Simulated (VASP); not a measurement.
# MgI2 (P-3m1) in VASP: a series of runs

MgI2 is run at these levels: r2SCAN, PBE; tasks: relaxation of cell and atoms, single point.

Program: VASP 6.6.1. These are calculated values, not measurements. Logs are shortened: lines on timing, memory, paths and dates and some standing lists are left out, and cuts for length are marked.

## (1) The cell of the first run

Symmetry: P-3m1, No. 164, trigonal system. The conventional cell has a = 4.140 Å, b = 4.140 Å, c = 6.880 Å, α = 90.00°, β = 90.00°, γ = 120.00°. Within 3.9 Å of I (site symmetry 3m) lie 3 Mg at 2.94 Å. Mg (site symmetry -3m) has 6 I at 2.94 Å within 3.9 Å.

## (2) Relaxation of cell and atoms, r2SCAN

File POSCAR:

```
MgI2
1.0
    4.1400000000      0.0000000000      0.0000000000
   -2.0700000000      3.5853451717      0.0000000000
    0.0000000000      0.0000000000      6.8800000000
I Mg
2 1
Direct
    0.6666666667      0.3333333333      0.7500000000
    0.3333333333      0.6666666667      0.2500000000
    0.0000000000      0.0000000000      0.0000000000
```

File INCAR.step1:

```
PREC = Accurate
ENCUT = 600
ISMEAR = -1
SIGMA = 0.05
LREAL = F
LASPH = T
NELM = 100
GGA = PE
ALGO = Normal
EDIFF = 1E-4
LWAVE = T
LCHARG = F
```

File INCAR.step2:

```
PREC = Accurate
ENCUT = 600
EDIFF = 1E-6
ISMEAR = -1
SIGMA = 0.05
LREAL = F
LASPH = T
NELM = 100
ALGO = Normal
ISIF = 3
LWAVE = F
LCHARG = F
METAGGA = R2SCAN
LMIXTAU = T
IBRION = 2
NSW = 60
EDIFFG = -0.01
ISTART = 1
```

File KPOINTS:

```
regular mesh
0
Gamma
  8 8 4
```

Potentials or basis: VASP PAW PBE potentials, release 64 (I, Mg).

Launch:

```bash
$ cat potpaw_PBE.64/I/POTCAR potpaw_PBE.64/Mg/POTCAR > POTCAR
$ cp INCAR.step1 INCAR
$ mpirun -np 1 vasp_std > vasp.out
$ cp INCAR.step2 INCAR
$ mpirun -np 1 vasp_std > vasp.out
```

OUTCAR:

```text
PREC = Accurate
   ENCUT = 600
   EDIFF = 1E-6
   ISMEAR = -1
   LREAL = F
   LASPH = T
   NELM = 100
   ISIF = 3
   METAGGA = R2SCAN
   IBRION = 2
   NSW = 60
   EDIFFG = -0.01
   ISTART = 1

 ion  position               nearest neighbor table
   1  0.667  0.333  0.750-   3 2.94   3 2.94   3 2.94
   2  0.333  0.667  0.250-   3 2.94   3 2.94   3 2.94
   3  0.000  0.000  0.000-   1 2.94   2 2.94   1 2.94   2 2.94   1 2.94   2 2.94

  LATTYP: Found a hexagonal cell.
 ALAT       =     4.1400000000
 C/A-ratio  =     1.6618357488

  Lattice vectors:

 A1 = (   4.1400000000,   0.0000000000,   0.0000000000)
 A2 = (  -2.0700000000,   3.5853451717,   0.0000000000)
 A3 = (   0.0000000000,   0.0000000000,   6.8800000000)

Analysis of symmetry for initial positions (statically):
=====================================================================
 Subroutine PRICEL returns:
 Original cell was already a primitive cell.

 Routine SETGRP: Setting up the symmetry group for a
 hexagonal supercell.

 Subroutine GETGRP returns: Found 12 space group operations
 (whereof 12 operations were pure point group operations)
 out of a pool of 24 trial point group operations.

The static configuration has the point symmetry D_3d.

Analysis of symmetry for dynamics (positions and initial velocities):
=====================================================================
 Subroutine PRICEL returns:
 Original cell was already a primitive cell.

 Routine SETGRP: Setting up the symmetry group for a
 hexagonal supercell.

 Subroutine GETGRP returns: Found 12 space group operations
 (whereof 12 operations were pure point group operations)
 out of a pool of 24 trial point group operations.

The dynamic configuration has the point symmetry D_3d.

 Subroutine INISYM returns: Found 12 space group operations
 (whereof 12 operations are pure point group operations),
 and found     1 'primitive' translations

----------------------------------------------------------------------------------------

                                     Primitive cell

  volume of cell :     102.1221

  direct lattice vectors                    reciprocal lattice vectors
     4.140000000  0.000000000  0.000000000     0.241545894  0.139456587  0.000000000
    -2.070000000  3.585345172  0.000000000     0.000000000  0.278913174  0.000000000
     0.000000000  0.000000000  6.880000000     0.000000000  0.000000000  0.145348837

  length of vectors
     4.140000000  4.140000000  6.880000000     0.278913174  0.278913174  0.145348837

  position of ions in fractional coordinates (direct lattice)
     0.666666667  0.333333333  0.750000000
     0.333333333  0.666666667  0.250000000
     0.000000000  0.000000000  0.000000000

  ion indices of the primitive-cell ions
   primitive index   ion index
                 1           1
                 2           2
                 3           3

----------------------------------------------------------------------------------------

 KPOINTS: regular mesh

Automatic generation of k-mesh.
 Grid dimensions read from file:
 generate k-points for:    8    8    4

 Generating k-lattice:

  Cartesian coordinates                     Fractional coordinates (reciprocal lattice)
     0.030193237  0.017432073  0.000000000     0.125000000 -0.000000000  0.000000000
     0.000000000  0.034864147  0.000000000     0.000000000  0.125000000  0.000000000
     0.000000000  0.000000000  0.036337209     0.000000000  0.000000000  0.250000000

  Length of vectors
     0.034864147  0.034864147  0.036337209

  Shift w.r.t. Gamma in fractional coordinates (k-lattice)
     0.000000000  0.000000000  0.000000000

 Subroutine IBZKPT returns following result:
 ===========================================

 Found     35 irreducible k-points:

 Following reciprocal coordinates:
            Coordinates               Weight
  0.000000  0.000000  0.000000      1.000000
  0.125000 -0.000000  0.000000      6.000000
  0.250000 -0.000000  0.000000      6.000000
  0.375000 -0.000000  0.000000      6.000000
  0.500000 -0.000000  0.000000      3.000000
  0.125000  0.125000  0.000000      6.000000
[... 16 lines left out ...]
 -0.125000  0.500000  0.250000     12.000000
  0.250000  0.250000  0.250000     12.000000
 [... further k-points ...]
   k-points           NKPTS =     35   k-points in BZ     NKDIM =     35   number of bands    NBANDS=     12
   number of dos      NEDOS =    301   number of ions     NIONS =      3
   total plane-waves  NPLWV =  72576
   dimension x,y,z NGX =    36 NGY =   36 NGZ =   56
   dimension x,y,z NGXF=    72 NGYF=   72 NGZF=  112
   ions per type =               2   1
   NGX,Y,Z   is equivalent  to a cutoff of  14.46, 14.46, 13.53 a.u.
   NGXF,Y,Z  is equivalent  to a cutoff of  28.91, 28.91, 27.06 a.u.
 SYSTEM =  unknown system
   PREC   = accura    normal or accurate (medium, high low for compatibility)
   ISTART =      1    job   : 0-new  1-cont  2-samecut
   ICHARG =      0    charge: 1-file 2-atom 10-const
   ISPIN  =      1    spin polarized calculation?
   LNONCOLLINEAR =      F non collinear calculations
   LSORBIT =      F    spin-orbit coupling
   LASPH  =      T    aspherical Exc in radial PAW
   ENCUT  =  600.0 eV  44.10 Ry    6.64 a.u.   8.27  8.27 13.74*2*pi/ulx,y,z
   NELM   =    100;   NELMIN=  2; NELMDL=  0     # of ELM steps
   EDIFF  = 0.1E-05   stopping-criterion for ELM
   LREAL  =      F    real-space projection
   EDIFFG = -.1E-01   stopping-criterion for IOM
   NSW    =     60    number of steps for IOM
   IBRION =      2    ionic relax: 0-MD 1-quasi-New 2-CG
   NFREE  =      1    steps in history (QN), initial steepest desc. (CG)
   ISIF   =      3    stress and relaxation
   ISYM   =      2    0-nonsym 1-usesym 2-fastsym
   POTIM  = 0.5000    time-step for ionic-motion
   TEBEG  =    0.0;   TEEND  =   0.0 temperature during run
   PSTRESS=    0.0 pullay stress
   NELECT =      16.0000    total number of electrons
   NUPDOWN=      -1.0000    fix difference up-down
   EMIN   =  10.00;   EMAX   =-10.00  energy-range for DOS
   EFERMI =   0.00;   METHOD = LEGACY
   ISMEAR =    -1;   SIGMA  =   0.05  broadening in eV -4-tet -1-fermi 0-gaus
   EFERMI_NEDOS =   21; number of points for ismear=-14 and -15
   IALGO  =     38    algorithm
   IMIX   =      4    mixing-type and parameters
     AMIX     =   0.40;   BMIX     =  1.00
     AMIX_MAG =   1.60;   BMIX_MAG =  1.00
  volume/ion in A,a.u.               =      34.04       229.72
  Fermi-wavevector in a.u.,A,eV,Ry     =   0.882555  1.667786 10.597613  0.778903
  Thomas-Fermi vector in A             =   2.003202
   LORBIT       =      0    0 simple, 1 ext, 2 COOP (PROOUT), +10 PAW based schemes
   METAGGA = R2SCAN    functional components
   LHFCALC =     F    Hartree Fock is set to
   AEXX    =    0.0000 exact exchange contribution
   IVDW    =     0    specifies the selected vdW correction
   LEPSILON=     F    determine dielectric tensor
   LRPA    =     F    only Hartree local field effects (RPA)
 conjugate gradient relaxation of ions
 non-spin polarized calculation
  energy-cutoff  :      600.00
  volume of cell :      102.12
 maximum number of plane-waves:      3436
 NGX is ok and might be reduce to    36
   NGX = 17   NGY = 17   NGZ = 27

--------------------------------------- Ionic step        1  -------------------------------------------

 number of electron      16.0000000 magnetization

 Free energy of the ion-electron system (eV)
  ---------------------------------------------------
  ext. energy  EPLUGINS =         0.00000000
  ---------------------------------------------------
  free energy    TOTEN  =       -56.90764429 eV

  energy without entropy =      -56.90764429  energy(sigma->0) =      -56.90764429

------------------------ aborting loop because EDIFF is reached ----------------------------------------

  FORCE on cell =-STRESS in cart. coord.  units (eV):
  Direction    XX          YY          ZZ          XY          YZ          ZX
  --------------------------------------------------------------------------------------
  -------------------------------------------------------------------------------------
  Total        0.1841270      0.1841270     -0.3170884      0.0000000     -0.0000000      0.0000000
  in kB        2.8887389      2.8887389     -4.9747489      0.0000000     -0.0000000      0.0000000
  external PRESSURE =       0.2675763 kB  Pullay stress =       0.0000000 kB
[... 92 lines left out ...]
  FREE ENERGIE OF THE ION-ELECTRON SYSTEM (eV)
  ---------------------------------------------------
  free  energy   TOTEN  =       -56.9234468525 eV

  energy  without entropy=      -56.9234468525  energy(sigma->0) =      -56.92344685

[... ionic steps 4 to 9 ...]

--------------------------------------- Ionic step       10  -------------------------------------------

 number of electron      16.0000001 magnetization

------------------------ aborting loop because EDIFF is reached ----------------------------------------
[... 69 lines left out ...]
--------------------------------------- Ionic step       12  -------------------------------------------

 number of electron      16.0000001 magnetization

 Free energy of the ion-electron system (eV)
  ---------------------------------------------------
  ext. energy  EPLUGINS =         0.00000000
  ---------------------------------------------------
  free energy    TOTEN  =       -56.93901303 eV

  energy without entropy =      -56.93901303  energy(sigma->0) =      -56.93901303

 E-fermi :   2.5005     XC(G=0):  -8.2856

 val. band max:        1.4265223147   @ k =   0.0000   0.0000   0.0000
 cond. band min:       5.6427755153   @ k =   0.5000  -0.0000   0.2500
 fundamental gap:      4.2162532006
 Fermi energy:         2.5004642129

 k-point     1 :       0.0000    0.0000    0.0000
  band No.  band energies     occupation
      1     -10.8122      2.00000
      2     -10.1391      2.00000
      3      -1.8276      2.00000
      4       1.0696      2.00000
      5       1.0696      2.00000
      6       1.3961      2.00000
      7       1.4265      2.00000
      8       1.4265      2.00000
      9       5.9550      0.00000
     10       6.9654      0.00000
     11       8.7672      0.00000
     12       8.7672      0.00000
[... 331 lines left out ...]
 k-point    24 :       0.2500    0.2500    0.2500
  band No.  band energies     occupation
      1     -10.1078      2.00000
      2      -9.9069      2.00000
      3      -1.6827      2.00000
      4      -1.1547      2.00000
      5      -0.5971      2.00000
      6       0.0005      2.00000
      7       0.4032      2.00000
      8       0.9740      2.00000
      9       6.5420      0.00000
     10       8.0671      0.00000
     11       8.9667      0.00000
     12       9.2645      0.00000

 [... further k-points ...]

------------------------ aborting loop because EDIFF is reached ----------------------------------------

  FORCE on cell =-STRESS in cart. coord.  units (eV):
  Direction    XX          YY          ZZ          XY          YZ          ZX
  --------------------------------------------------------------------------------------
  -------------------------------------------------------------------------------------
  Total       -0.0152164     -0.0152164      0.0128556      0.0000000      0.0000000      0.0000000
  in kB       -0.2250170     -0.2250170      0.1901055      0.0000000      0.0000000      0.0000000
  external PRESSURE =      -0.0866428 kB  Pullay stress =       0.0000000 kB
[... 18 lines left out ...]
  FREE ENERGIE OF THE ION-ELECTRON SYSTEM (eV)
  ---------------------------------------------------
  free  energy   TOTEN  =       -56.9390130255 eV

  energy  without entropy=      -56.9390130254  energy(sigma->0) =      -56.93901303

 reached required accuracy - stopping structural energy minimisation
```

Run time: 14 min. Hardware: 1 thread of Intel Xeon Platinum 8559C (Emerald Rapids), shared host; peak memory 0.32 GiB.

Results:

| Property | Result |
| --- | --- |
| Free energy | -56.9390 eV |
| Relaxed volume | 36.11 Å³/atom |
| Relaxed cell | a = 4.183 Å, b = 4.183 Å, c = 7.150 Å, α = 90.00°, β = 90.00°, γ = 120.00° |
| Space group after relaxing (to 0.1 Å) | P-3m1 (No. 164) |
| Energy gained by relaxing | 10.5 meV/atom |
| Ionic steps | 12 |
| Pressure after relaxing | 0.0 GPa |
| Band gap on the k mesh | 4.22 eV (least direct gap 4.53 eV) |

Step by step:
```csv
step,energy change (eV),largest force (eV/Å),pressure (GPa),volume (Å³)
1,0.0000,0.3180,0.03,102.12
2,-0.0100,0.2123,0.21,102.20
3,-0.0158,0.0243,0.54,102.34
4,-0.0211,0.0484,0.01,104.74
5,-0.0213,0.0559,-0.14,105.46
6,-0.0255,0.0466,-0.09,105.87
7,-0.0306,0.0287,0.07,106.93
8,-0.0306,0.0274,0.09,107.04
9,-0.0311,0.0316,-0.04,107.91
10,-0.0312,0.0331,-0.09,108.24
11,-0.0314,0.0067,0.01,108.37
12,-0.0314,0.0018,-0.01,108.34
```

Final structure:
```
I Mg
1.0
     4.18307    0.00000    0.00000
    -2.09153    3.62264    0.00000
     0.00000    0.00000    7.14970
I Mg
2 1
Direct
  0.66667 0.33333 0.76744
  0.33333 0.66667 0.23256
  0.00000 0.00000 0.00000
```

Caveat: the PAW data sets were made with another functional, which shifts forces and pressure a little; spin-orbit coupling is left out, which moves the levels of the heavy elements. r2SCAN opens gaps a little over a GGA but as a rule still falls short of measured ones.

## (3) Single point, PBE (32.00 Å³/atom)

This run uses another cell than the first one, of 32.00 Å³/atom.

File INCAR:

```
ALGO = Normal ; EDIFF = 1E-7
ENCUT = 520 ; GGA = PE
ISIF = 2 ; ISMEAR = -1
LASPH = True ; LCHARG = True
LELF = True ; LREAL = False
LVHAR = True ; LWAVE = False
NBANDS = 15 ; NELM = 80
PREC = Accurate ; SIGMA = 0.05
```

File KPOINTS:

```
k-points
0
Gamma
  8 8 4
```

File POSCAR:

```
MgI2
1.0
    4.0554864901      0.0000000000      0.0000000000
   -2.0277432450      3.5121543251      0.0000000000
    0.0000000000      0.0000000000      6.7395524280
I Mg
2 1
Direct
    0.6666666667      0.3333333333      0.7500000000
    0.3333333333      0.6666666667      0.2500000000
    0.0000000000      0.0000000000      0.0000000000
```

Potentials or basis: VASP PAW PBE potentials, release 64 (I, Mg).

Launch:

```bash
$ cat potpaw_PBE.64/I/POTCAR potpaw_PBE.64/Mg/POTCAR > POTCAR
$ mpirun -np 1 vasp_std > vasp.out
```

OUTCAR:

```text
EDIFF = 1E-7
   ENCUT = 520
   GGA = PE
   ISIF = 2
   ISMEAR = -1
   LASPH = True
   LREAL = False
   NELM = 80
   PREC = Accurate

 ion  position               nearest neighbor table
   1  0.667  0.333  0.750-   3 2.88   3 2.88   3 2.88
   2  0.333  0.667  0.250-   3 2.88   3 2.88   3 2.88
   3  0.000  0.000  0.000-   1 2.88   2 2.88   2 2.88   1 2.88   1 2.88   2 2.88

  LATTYP: Found a hexagonal cell.
 ALAT       =     4.0554864901
 C/A-ratio  =     1.6618357488
[... 614 lines left out ...]
     10       8.7448      0.00000
     11       9.7249      0.00000
     12      10.1424      0.00000
     13      10.7075      0.00000
     14      10.8760      0.00000
     15      12.0476      0.00000

 [... further k-points ...]
[... 5 lines left out ...]
  --------------------------------------------------------------------------------------
  -------------------------------------------------------------------------------------
  Total        1.8081320      1.8081320      1.4296694      0.0000000      0.0000000      0.0000000
  in kB       30.1781852     30.1781852     23.8615469      0.0000000      0.0000000      0.0000000
  external PRESSURE =      28.0726391 kB  Pullay stress =       0.0000000 kB

 VOLUME and BASIS-vectors are now :
 -----------------------------------------------------------------------------
  energy-cutoff  :      520.00
  volume of cell :       95.99
      direct lattice vectors                 reciprocal lattice vectors
     4.055486490  0.000000000  0.000000000     0.246579542  0.142362765  0.000000000
    -2.027743245  3.512154325  0.000000000     0.000000000  0.284725530  0.000000000
     0.000000000  0.000000000  6.739552428     0.000000000  0.000000000  0.148377806

 POSITION                                       TOTAL-FORCE (eV/Angst)
 -----------------------------------------------------------------------------------
      2.02774      1.17072      5.05466         0.000000      0.000000     -0.027353
     -0.00000      2.34144      1.68489        -0.000000      0.000000      0.027353
      0.00000      0.00000      0.00000         0.000000      0.000000      0.000000
 -----------------------------------------------------------------------------------
    total drift:                               -0.000000      0.000000     -0.000000

  FREE ENERGIE OF THE ION-ELECTRON SYSTEM (eV)
  ---------------------------------------------------
  free  energy   TOTEN  =        -7.6191110611 eV

  energy  without entropy=       -7.6191110611  energy(sigma->0) =       -7.61911106
```

OSZICAR:

```text
N       E                     dE             d eps       ncg     rms          rms(c)
DAV:   1     0.752326572441E+02    0.75233E+02   -0.59346E+03  1050   0.848E+02
DAV:   2    -0.207583683364E+01   -0.77308E+02   -0.69938E+02  1460   0.135E+02
DAV:   3    -0.764706871750E+01   -0.55712E+01   -0.55490E+01  1379   0.406E+01
DAV:   4    -0.774747775853E+01   -0.10041E+00   -0.10040E+00  1471   0.657E+00
DAV:   5    -0.774871644422E+01   -0.12387E-02   -0.12387E-02  1415   0.659E-01    0.440E+00
DAV:   6    -0.764077071656E+01    0.10795E+00   -0.99229E-02  1190   0.160E+00    0.294E+00
DAV:   7    -0.762091513824E+01    0.19856E-01   -0.11637E-01  1211   0.171E+00    0.687E-01
DAV:   8    -0.761897974309E+01    0.19354E-02   -0.74110E-03  1225   0.489E-01    0.264E-01
DAV:   9    -0.761911807062E+01   -0.13833E-03   -0.89216E-04  1407   0.177E-01    0.106E-01
DAV:  10    -0.761910301228E+01    0.15058E-04   -0.38788E-05  1344   0.437E-02    0.353E-02
DAV:  11    -0.761911080300E+01   -0.77907E-05   -0.16860E-05  1288   0.253E-02    0.299E-02
DAV:  12    -0.761911103736E+01   -0.23436E-06   -0.13105E-06  1414   0.557E-03    0.769E-03
DAV:  13    -0.761911106113E+01   -0.23776E-07   -0.27655E-08   959   0.109E-03
   1 F= -.76191111E+01 E0= -.76191111E+01  d E =-.300241E-10
```

stdout:

```text
POSCAR found type information on POSCAR I Mg
 POSCAR found :  2 types and       3 ions
 scaLAPACK will be used
 LDA part: xc-table for (Slater+PW92), standard interpolation
 POSCAR, INCAR and KPOINTS ok, starting setup
 FFT: planning ... GRIDC
 FFT: planning ... GRID_SOFT
 FFT: planning ... GRID
 WAVECAR not read
 entering main loop
```

Run time: 42 s. Hardware: 1 thread of AMD EPYC 7R43 (Zen 3), shared host; peak memory 0.19 GiB.

Results:

* Free energy: -7.6191 eV
* Pressure: 2.8 GPa
* Largest force: 0.027 eV/Å
* Band gap on the k mesh: 3.53 eV (least direct gap 3.90 eV)

Forces on the atoms (eV/Å):
```
I    0.000  0.000 -0.027
I    0.000  0.000  0.027
Mg   0.000  0.000  0.000
```

Caveat: spin-orbit coupling is left out, which moves the levels of the heavy elements; this functional lacks dispersion, which binds the layers, so the pressure and a relaxed spacing across them are unreliable. A k mesh can miss the band edges.
